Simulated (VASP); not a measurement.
# W in VASP: notebook

The runs below take W through single point, with PBE.

All numbers are computed with VASP 6.6.1; they aren't measurements. Logs are shortened: lines on timing, memory, paths and dates and some standing lists are left out, and cuts for length are marked.

## 1. The cell of the first run

The cell holds a slab with vacuum, 3 atoms: a = 2.871 Å, b = 2.871 Å, c = 20.688 Å, α = 90.00°, β = 90.00°, γ = 60.00°.

## 2. Single point, PBE

Contents of INCAR:

```
PREC = Accurate
ENCUT = 520
EDIFF = 1E-6
ISMEAR = -1
SIGMA = 0.1
LREAL = False
LASPH = True
NELM = 80
ALGO = Normal
ISIF = 2
LWAVE = False
LCHARG = False
LDIPOL = True
IDIPOL = 3
DIPOL = 0.5 0.5 0.500
GGA = PE
NBANDS = 28
```

Contents of KPOINTS:

```
Automatic mesh
0
Gamma
  7 7 1
```

Contents of POSCAR:

```
W
1.0
    2.8708540000      0.0000000000      0.0000000000
    1.4354270000      2.4862324946      0.0000000000
    0.0000000000      0.0000000000     20.6880849507
W
3
Direct
    0.0000000000      0.0000000000      0.3866960146
    0.6666666667      0.6666666667      0.5000000000
    0.3333333333      0.3333333333      0.6133039854
```

Potentials or basis: VASP PAW PBE potentials, release 64 (W_sv).

Launch:

```console
> cat potpaw_PBE.64/W_sv/POTCAR > POTCAR
> mpirun -np 1 vasp_std > vasp.out
```

OUTCAR:

```text
PREC = Accurate
   ENCUT = 520
   EDIFF = 1E-6
   ISMEAR = -1
   LREAL = False
   LASPH = True
   NELM = 80
   ISIF = 2
   GGA = PE

 ion  position               nearest neighbor table
   1  0.000  0.000  0.387-   2 2.87   2 2.87   2 2.87
   2  0.667  0.667  0.500-   3 2.87   1 2.87   3 2.87   1 2.87   1 2.87   3 2.87
   3  0.333  0.333  0.613-   2 2.87   2 2.87   2 2.87

  LATTYP: Found a hexagonal cell.
 ALAT       =     2.8708540000
 C/A-ratio  =     7.2062476707

  Lattice vectors:

 A1 = (  -1.4354270000,  -2.4862324946,   0.0000000000)
 A2 = (   2.8708540000,   0.0000000000,   0.0000000000)
 A3 = (   0.0000000000,   0.0000000000,  20.6880849507)

Analysis of symmetry for initial positions (statically):
=====================================================================
 Subroutine PRICEL returns:
 Original cell was already a primitive cell.

 Routine SETGRP: Setting up the symmetry group for a
 hexagonal supercell.

 Subroutine GETGRP returns: Found 12 space group operations
 (whereof  6 operations were pure point group operations)
 out of a pool of 24 trial point group operations.

The static configuration has the point symmetry C_3v.
 The point group associated with its full space group is D_3d.

Analysis of symmetry for dynamics (positions and initial velocities):
=====================================================================
 Subroutine PRICEL returns:
 Original cell was already a primitive cell.

 Routine SETGRP: Setting up the symmetry group for a
 hexagonal supercell.

 Subroutine GETGRP returns: Found 12 space group operations
 (whereof  6 operations were pure point group operations)
 out of a pool of 24 trial point group operations.

The dynamic configuration has the point symmetry C_3v.
 The point group associated with its full space group is D_3d.

 Subroutine INISYM returns: Found 12 space group operations
 (whereof  6 operations are pure point group operations),
 and found     1 'primitive' translations

----------------------------------------------------------------------------------------

                                     Primitive cell

  volume of cell :     147.6635

  direct lattice vectors                    reciprocal lattice vectors
     2.870854000  0.000000000  0.000000000     0.348328407 -0.201107499  0.000000000
     1.435427000  2.486232495  0.000000000     0.000000000  0.402214999  0.000000000
     0.000000000  0.000000000 20.688084951     0.000000000  0.000000000  0.048337002

  length of vectors
     2.870854000  2.870854000 20.688084951     0.402214999  0.402214999  0.048337002

  position of ions in fractional coordinates (direct lattice)
     0.000000000  0.000000000  0.386696015
     0.666666667  0.666666667  0.500000000
     0.333333333  0.333333333  0.613303985

  ion indices of the primitive-cell ions
   primitive index   ion index
                 1           1
                 2           2
                 3           3

----------------------------------------------------------------------------------------

 KPOINTS: Automatic mesh

Automatic generation of k-mesh.
 Grid dimensions read from file:
 generate k-points for:    7    7    1

 Generating k-lattice:

  Cartesian coordinates                     Fractional coordinates (reciprocal lattice)
     0.049761201 -0.028729643  0.000000000     0.142857143  0.000000000  0.000000000
     0.000000000  0.057459286  0.000000000     0.000000000  0.142857143  0.000000000
     0.000000000  0.000000000  0.048337002     0.000000000  0.000000000  1.000000000

  Length of vectors
     0.057459286  0.057459286  0.048337002

  Shift w.r.t. Gamma in fractional coordinates (k-lattice)
     0.000000000  0.000000000  0.000000000

 Subroutine IBZKPT returns following result:
 ===========================================

 Found      8 irreducible k-points:

 Following reciprocal coordinates:
            Coordinates               Weight
  0.000000  0.000000  0.000000      1.000000
  0.142857  0.000000  0.000000      6.000000
  0.285714  0.000000  0.000000      6.000000
  0.428571  0.000000  0.000000      6.000000
  0.285714  0.142857  0.000000      6.000000
  0.428571  0.142857  0.000000     12.000000
 -0.428571  0.142857  0.000000      6.000000
 -0.428571  0.285714  0.000000      6.000000
   k-points           NKPTS =      8   k-points in BZ     NKDIM =      8   number of bands    NBANDS=     28
   number of dos      NEDOS =    301   number of ions     NIONS =      3
   total plane-waves  NPLWV =  92160
   dimension x,y,z NGX =    24 NGY =   24 NGZ =  160
   dimension x,y,z NGXF=    48 NGYF=   48 NGZF=  320
   ions per type =               3
   NGX,Y,Z   is equivalent  to a cutoff of  13.90, 13.90, 12.86 a.u.
   NGXF,Y,Z  is equivalent  to a cutoff of  27.80, 27.80, 25.71 a.u.
 SYSTEM =  unknown system
   PREC   = accura    normal or accurate (medium, high low for compatibility)
   ISTART =      0    job   : 0-new  1-cont  2-samecut
   ICHARG =      2    charge: 1-file 2-atom 10-const
   ISPIN  =      1    spin polarized calculation?
   LNONCOLLINEAR =      F non collinear calculations
   LSORBIT =      F    spin-orbit coupling
   LASPH  =      T    aspherical Exc in radial PAW
   ENCUT  =  520.0 eV  38.22 Ry    6.18 a.u.   5.34  5.34 38.47*2*pi/ulx,y,z
   NELM   =     80;   NELMIN=  2; NELMDL= -5     # of ELM steps
   EDIFF  = 0.1E-05   stopping-criterion for ELM
   LREAL  =      F    real-space projection
   EDIFFG = 0.1E-04   stopping-criterion for IOM
   NSW    =      0    number of steps for IOM
   IBRION =     -1    ionic relax: 0-MD 1-quasi-New 2-CG
   NFREE  =      0    steps in history (QN), initial steepest desc. (CG)
   ISIF   =      2    stress and relaxation
   ISYM   =      2    0-nonsym 1-usesym 2-fastsym
   POTIM  = 0.5000    time-step for ionic-motion
   TEBEG  =    0.0;   TEEND  =   0.0 temperature during run
   PSTRESS=    0.0 pullay stress
   NELECT =      42.0000    total number of electrons
   NUPDOWN=      -1.0000    fix difference up-down
   EMIN   =  10.00;   EMAX   =-10.00  energy-range for DOS
   EFERMI =   0.00;   METHOD = LEGACY
   ISMEAR =    -1;   SIGMA  =   0.10  broadening in eV -4-tet -1-fermi 0-gaus
   EFERMI_NEDOS =   21; number of points for ismear=-14 and -15
   IALGO  =     38    algorithm
   IMIX   =      4    mixing-type and parameters
     AMIX     =   0.40;   BMIX     =  1.00
     AMIX_MAG =   1.60;   BMIX_MAG =  1.00
  volume/ion in A,a.u.               =      49.22       332.16
  Fermi-wavevector in a.u.,A,eV,Ry     =   1.076631  2.034538 15.770980  1.159134
  Thomas-Fermi vector in A             =   2.212521
   LORBIT       =      0    0 simple, 1 ext, 2 COOP (PROOUT), +10 PAW based schemes
   GGA     = PE    functional components
   LHFCALC =     F    Hartree Fock is set to
   AEXX    =    0.0000 exact exchange contribution
   IVDW    =     0    specifies the selected vdW correction
   LEPSILON=     F    determine dielectric tensor
   LRPA    =     F    only Hartree local field effects (RPA)
 non-spin polarized calculation
  energy-cutoff  :      520.00
  volume of cell :      147.66
 maximum number of plane-waves:      4037
 NGX is ok and might be reduce to    24
   NGX = 11   NGY = 11   NGZ = 77

 number of electron      41.9999998 magnetization

 dipolmoment           0.000000      0.000000     -0.000000 electrons x Angstroem

 Free energy of the ion-electron system (eV)
  ---------------------------------------------------
  ext. energy  EPLUGINS =         0.00000000
  ---------------------------------------------------
  free energy    TOTEN  =       -35.06726416 eV

  energy without entropy =      -34.91496650  energy(sigma->0) =      -34.99111533

 E-fermi :   0.3569     XC(G=0):  -5.5452

 val. band max:        0.3407176101   @ k =   0.2857   0.1429   0.0000
 cond. band min:       0.4044600016   @ k =   0.1429   0.0000   0.0000
 fundamental gap:      0.0637423915
 Fermi energy:         0.3568659604

 k-point     1 :       0.0000    0.0000    0.0000
  band No.  band energies     occupation
      1     -73.5092      2.00000
      2     -73.4212      2.00000
      3     -73.4079      2.00000
      4     -38.1112      2.00000
      5     -37.7563      2.00000
      6     -37.3593      2.00000
[... 20 lines left out ...]
     27       2.6454      0.00000
     28       3.1300      0.00000

 k-point     2 :       0.1429    0.0000    0.0000
  band No.  band energies     occupation
      1     -73.4952      2.00000
      2     -73.4093      2.00000
      3     -73.3979      2.00000
      4     -38.0628      2.00000
      5     -37.7604      2.00000
      6     -37.4288      2.00000
[... 20 lines left out ...]
     27       2.2561      0.00000
     28       3.1979      0.00000

 k-point     3 :       0.2857    0.0000    0.0000
  band No.  band energies     occupation
      1     -73.4631      2.00000
      2     -73.3825      2.00000
      3     -73.3759      2.00000
      4     -37.9651      2.00000
      5     -37.8982      2.00000
      6     -37.6402      2.00000
[... 20 lines left out ...]
     27       2.9769      0.00000
     28       3.5346      0.00000

 k-point     4 :       0.4286    0.0000    0.0000
  band No.  band energies     occupation
      1     -73.4369      2.00000
      2     -73.3609      2.00000
      3     -73.3586      2.00000
      4     -38.1380      2.00000
      5     -37.9920      2.00000
      6     -37.8713      2.00000
[... 20 lines left out ...]
     27       4.8773      0.00000
     28       5.2188      0.00000

 k-point     5 :       0.2857    0.1429    0.0000
  band No.  band energies     occupation
      1     -73.4721      2.00000
      2     -73.3900      2.00000
      3     -73.3819      2.00000
      4     -37.9839      2.00000
      5     -37.8262      2.00000
      6     -37.5609      2.00000
[... 20 lines left out ...]
     27       3.1280      0.00000
     28       3.1865      0.00000

 k-point     6 :       0.4286    0.1429    0.0000
  band No.  band energies     occupation
      1     -73.4428      2.00000
      2     -73.3657      2.00000
      3     -73.3623      2.00000
      4     -38.0204      2.00000
      5     -37.9261      2.00000
      6     -37.7522      2.00000
[... 20 lines left out ...]
     27       4.6157      0.00000
     28       5.0832      0.00000

 k-point     7 :      -0.4286    0.1429    0.0000
  band No.  band energies     occupation
      1     -73.4296      2.00000
      2     -73.3549      2.00000
      3     -73.3538      2.00000
      4     -38.1244      2.00000
      5     -37.9690      2.00000
      6     -37.8637      2.00000
[... 20 lines left out ...]
     27       4.8080      0.00000
     28       6.5117      0.00000

 k-point     8 :      -0.4286    0.2857    0.0000
  band No.  band energies     occupation
      1     -73.4263      2.00000
      2     -73.3522      2.00000
      3     -73.3517      2.00000
      4     -38.0175      2.00000
      5     -37.8883      2.00000
      6     -37.8313      2.00000
[... 20 lines left out ...]
     27       4.6794      0.00000
     28       7.2282      0.00000

------------------------ aborting loop because EDIFF is reached ----------------------------------------

 vacuum level on the upper side and lower side of the slab       (xc-potential included)        -0.150        -0.150

  FORCE on cell =-STRESS in cart. coord.  units (eV):
  Direction    XX          YY          ZZ          XY          YZ          ZX
  --------------------------------------------------------------------------------------
  -------------------------------------------------------------------------------------
  Total       -7.7976808     -7.7976808     -0.4357022      0.0000000      0.0000000     -0.0000000
  in kB      -84.6063380    -84.6063380     -4.7274523      0.0000000      0.0000000     -0.0000000
  external PRESSURE =     -57.9800427 kB  Pullay stress =       0.0000000 kB

 VOLUME and BASIS-vectors are now :
 -----------------------------------------------------------------------------
  energy-cutoff  :      520.00
  volume of cell :      147.66
      direct lattice vectors                 reciprocal lattice vectors
     2.870854000  0.000000000  0.000000000     0.348328407 -0.201107499  0.000000000
     1.435427000  2.486232495  0.000000000     0.000000000  0.402214999  0.000000000
     0.000000000  0.000000000 20.688084951     0.000000000  0.000000000  0.048337002

 POSITION                                       TOTAL-FORCE (eV/Angst)
 -----------------------------------------------------------------------------------
      0.00000      0.00000      8.00000        -0.000000     -0.000000      0.086512
      2.87085      1.65749     10.34404         0.000000     -0.000000      0.000000
      1.43543      0.82874     12.68808         0.000000      0.000000     -0.086512
 -----------------------------------------------------------------------------------
    total drift:                                0.000000      0.000000     -0.000000

  FREE ENERGIE OF THE ION-ELECTRON SYSTEM (eV)
  ---------------------------------------------------
  free  energy   TOTEN  =       -35.0672641633 eV

  energy  without entropy=      -34.9149664976  energy(sigma->0) =      -34.99111533

 vacuum level on the upper side and lower side of the slab         5.158         5.158
```

Wall time 27 s (1 thread of Intel Xeon 6975P-C (Granite Rapids), shared host); peak memory 0.29 GiB.

What came out:

| Item | Value |
| --- | --- |
| Free energy | -35.0673 eV |
| Largest force | 0.087 eV/Å |
| Band gap on the k mesh | zero (band 21 reaches 0.87 eV, above the bottom of band 22 at -0.15 eV) |

Forces on the atoms (eV/Å):
```
W    0.000  0.000  0.087
W    0.000  0.000  0.000
W    0.000  0.000 -0.087
```

Caveat: the k points lie up to 0.36 Å⁻¹ apart; spin-orbit coupling is left out, which moves the levels of the heavy elements.

[end of part 1 of 2]
